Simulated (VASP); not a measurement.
LiAuS2: single point with PBEsol+U

LiAuS2:

```
Li Au S
1.0
     1.90837    1.10180    6.92812
    -1.90837    1.10180    6.92812
     0.00000   -2.20360    6.92812
Li Au S
1 1 2
Direct
  0.50000 0.50000 0.50000
  0.00000 0.00000 0.00000
  0.26670 0.26670 0.26670
  0.73330 0.73330 0.73330
```

```
Program             : VASP 6.6.1
Task                : single point
Functional          : PBEsol
Potentials or basis : VASP PAW PBE potentials, release 64 (Li_sv, Au, S)
Cutoff              : 520 eV
k mesh              : 6 × 6 × 6
Occupations         : gaussian, width 0.05 eV
Spin                : collinear spin
Starting moments    : [0.0, 2.0, 0.0, 0.0] μB
Hubbard terms       : Au d U = 1.0 eV
```

| Property | Result |
| --- | --- |
| Largest force | 0.178 eV/Å |
| Net moment | 0.16 μB per cell |
| Site moments | Li +0.00; Au +0.04; S +0.03 μB |
| Valence electrons inside the program's atomic spheres | Li 2.02; Au 9.55; S 3.57 |

Forces in eV/Å, atoms in the order of the input:
```
Li   0.000  0.000  0.000
Au   0.000  0.000  0.000
S    0.000  0.000  0.178
S    0.000  0.000 -0.178
```

Levels at points of the mesh, in eV from the Fermi level:
Spin up:
```
           k point  band 10  band 11  band 12  band 13  band 14  band 15  band 16  band 17
(0.00, 0.00, 0.00)    -1.42    -1.01    -1.01     0.77     0.77     1.75     4.26     6.17
(0.50, 0.00, 0.00)    -3.26    -2.41    -2.21    -0.21     0.47     2.86     4.98     4.99
(0.50, 0.50, 0.00)    -3.29    -2.31    -2.28     0.43     0.63     2.32     3.36     5.71
(0.50, 0.50, 0.50)    -2.44    -1.04    -1.04     0.78     0.78     3.32     4.07     4.87
```
Spin down:
```tsv
k point	band 10	band 11	band 12	band 13	band 14	band 15	band 16	band 17
(0.00, 0.00, 0.00)	-1.37	-0.97	-0.97	0.82	0.82	1.77	4.28	6.21
(0.50, 0.00, 0.00)	-3.23	-2.37	-2.17	-0.16	0.52	2.90	5.00	5.02
(0.50, 0.50, 0.00)	-3.26	-2.27	-2.24	0.49	0.69	2.35	3.38	5.74
(0.50, 0.50, 0.50)	-2.40	-0.99	-0.99	0.84	0.84	3.36	4.10	4.90
```

Eigenvalues of the final occupation matrices:
| site | spin | trace | eigenvalues |
| --- | --- | --- | --- |
| site 2 d | 1 | 4.38 | 0.83 0.83 0.91 0.91 0.91 |
| site 2 d | 2 | 4.33 | 0.81 0.81 0.91 0.91 0.91 |

Wall time 12 min on 1 thread of Intel(R) Xeon(R) Platinum 8259CL CPU @ 2.50GHz (Skylake/Cascade Lake), with other jobs on the host, peak memory 0.57 GiB.

Caveat: the PAW data sets were made with another functional, which shifts forces and pressure a little; spin-orbit coupling is left out, which moves the levels of the heavy elements.
